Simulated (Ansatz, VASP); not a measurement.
Two plane-wave programs on ZrB2

The input INCAR:

```
SYSTEM = ZrB2
ALGO     = Normal         ! electronic algorithm
EDIFF    = 1E-6           ! SCF threshold, eV
EDIFFG   = -0.002         ! ionic threshold
ENCUT    = 600            ! plane-wave cutoff, eV
IBRION   = 2              ! ionic algorithm
ISIF     = 3              ! what is computed and relaxed
ISMEAR   = 0              ! smearing method
LASPH    = .TRUE.         ! aspherical terms in the spheres
LCHARG   = .FALSE.        ! write CHGCAR
LREAL    = .FALSE.        ! projectors in reciprocal space
LWAVE    = .FALSE.        ! write WAVECAR
NELM     = 80             ! most SCF steps
NSW      = 100            ! ionic steps
PREC     = Accurate       ! precision mode
SIGMA    = 0.1            ! smearing width, eV
```

Contents of KPOINTS:

```
k-points
0
G
  21 21 18
  0 0 0
```

File POSCAR:

```
ZrB2
1.0
    3.1356928512      0.0000000000      0.0000000000
   -1.5678464256      2.7155896676      0.0000000000
    0.0000000000      0.0000000000      3.4863225682
Zr B
1 2
Direct
    0.0000000000      0.0000000000      0.0000000000
    0.3333333333      0.6666666667      0.5000000000
    0.6666666667      0.3333333333      0.5000000000
```

Input for Ansatz:

```yaml
crystal:
  lattice:
    - [3.1356928512, 0.0, 0.0]
    - [-1.5678464256, 2.7155896676, 0.0]
    - [0.0, 0.0, 3.4863225682]
  atoms:
    - { symbol: Zr, position: [0.0, 0.0, 0.0] }
    - { symbol: B, position: [0.3333333333, 0.6666666667, 0.5] }
    - { symbol: B, position: [0.6666666667, 0.3333333333, 0.5] }
basis:
  ecutwfc: 420
kpoints:
  mp_grid: { grid: [21, 21, 18] }
hamiltonian:
  xc: lda
  pseudopotentials: { kind: paw, azcp: { folder: soft_1 } }
scf:
  occupations: { method: gaussian, width: 0.1 }
output:
  forces: true
  stress: true
  eigenvalues: true
  write_density: true
  write_potential: true
  elf: true
  volumetric_format: npy
relax:
  adjacent_minimum: "off"
  f_tol: 0.002
  max_steps: 80
  cell: { stress_tol: 0.02 }
```

Alike in both runs: task relaxation of cell and atoms; functional LDA; k mesh 21 × 21 × 18; occupations gaussian, width 0.1 eV; no spin polarisation.

|  | VASP | Ansatz |
| --- | --- | --- |
| version | VASP 6.6.1 | Ansatz 0.2.0 |
| potentials or method | VASP PAW LDA potentials, release 64 (Zr_sv, B), cutoff 600 eV | scalar-relativistic, plane waves, PAW |
| valence electrons in the cell | 18 | 18 |

```csv
,VASP,Ansatz,Ansatz less VASP
"gap on the k mesh at the Fermi level, each at its own relaxed structure (eV)",none,none,-
relaxed volume (Å³/atom),9.90,9.89,-0.017
relaxed cell length with the largest relative difference (Å),3.491,3.489,-0.0023
```

Ansatz warns that its potentials were made for another functional, while VASP's fit it. LDA's correlation is that of Perdew and Zunger in VASP and of Perdew and Wang (1992) in Ansatz. A gap of «none» marks a metal or a gap that the smearing closes.
